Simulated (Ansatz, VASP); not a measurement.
**GaN: VASP beside Ansatz**

Contents of POSCAR:

```
GaN
1.0
    3.1800000000      0.0000000000      0.0000000000
   -1.5900000000      2.7539607840      0.0000000000
    0.0000000000      0.0000000000      5.1660000000
Ga N
2 2
Direct
    0.6666666667      0.3333333333      0.5000000000
    0.3333333333      0.6666666667      0.0000000000
    0.6666666667      0.3333333333      0.8750000000
    0.3333333333      0.6666666667      0.3750000000
```

Contents of INCAR.step1:

```
SYSTEM = GaN
  PREC = Accurate
  ENCUT = 1460
  ISMEAR = -1
  SIGMA = 0.05
  LREAL = .False.
  LASPH = .True.
  NELM = 120
  NBANDS = 26
  GGA = PE
  ALGO = Normal
  EDIFF = 1E-5
  LWAVE = .True.
  LCHARG = .False.
  GGA_COMPAT = .False.
```

File INCAR.step2:

```
SYSTEM = GaN
  PREC = Accurate
  ENCUT = 1460
  EDIFF = 1E-6
  ISMEAR = -1
  SIGMA = 0.05
  LREAL = .False.
  LASPH = .True.
  NELM = 120
  ALGO = Normal
  ISIF = 2
  LWAVE = .False.
  LCHARG = .True.
  METAGGA = R2SCAN
  LMIXTAU = .True.
  IVDW = 12
  VDW_S6 = 1.0
  VDW_S8 = 0.78981345
  VDW_A1 = 0.49484001
  VDW_A2 = 5.73083694
  LELF = .True.
  LVHAR = .True.
  NBANDS = 26
  ISTART = 1
  GGA_COMPAT = .False.
```

KPOINTS

```
Automatic mesh
0
Gamma
  10 10 5
  0 0 0
```

The input input.yaml:

```yaml
crystal:
  lattice:
    - [3.18, 0.0, 0.0]
    - [-1.59, 2.753960784, 0.0]
    - [0.0, 0.0, 5.166]
  atoms:
    - { symbol: Ga, position: [0.6666666667, 0.3333333333, 0.5] }
    - { symbol: Ga, position: [0.3333333333, 0.6666666667, 0.0] }
    - { symbol: "N", position: [0.6666666667, 0.3333333333, 0.875] }
    - { symbol: "N", position: [0.3333333333, 0.6666666667, 0.375] }
hamiltonian:
  xc: r2scan
  pseudopotentials: { kind: paw }
  dispersion: d3bj
kpoints:
  mp_grid: { grid: [10, 10, 5] }
scf:
  occupations: { method: fermi_dirac, width: 0.05 }
output:
  forces: true
  stress: true
  eigenvalues: true
  write_density: true
  write_potential: true
  elf: true
  volumetric_format: npy
```

Alike in both runs: task single point; functional r2SCAN; dispersion D3(BJ); k mesh 10 × 10 × 5; occupations fermi-dirac, width 0.05 eV; no spin polarisation.

```csv
,VASP,Ansatz
version,VASP 6.6.1,Ansatz 0.2.0
potentials or method,"VASP PAW PBE potentials, release 64 (Ga_d, N_h)",Ansatz PAW
plane-wave cutoff (eV),1460,500
valence electrons in the cell,36,36
```

Ansatz gave:

* gap on the k mesh at the Fermi level (eV): 2.38
* least direct gap on the mesh (eV): 2.38
* pressure (GPa): -0.7
* traceless stress, the component that is largest in VASP (GPa): 1.35
* rms of the force components (eV/Å): 0.082

Task: Estimate VASP's values.

Result: gap on the k mesh at the Fermi level (eV): 2.37; least direct gap on the mesh (eV): 2.37; pressure (GPa): 0.4; traceless stress, the component that is largest in VASP (GPa): 1.39; rms of the force components (eV/Å): 0.082.

VASP's potentials were made for PBE, not for r2SCAN. Atom by atom the forces differ by 0.000 eV/Å (rms over components).

Noted on Ansatz's run: odd divisions of the mesh miss points on the zone boundary, where band edges often lie, so the gap on the mesh can be too wide.
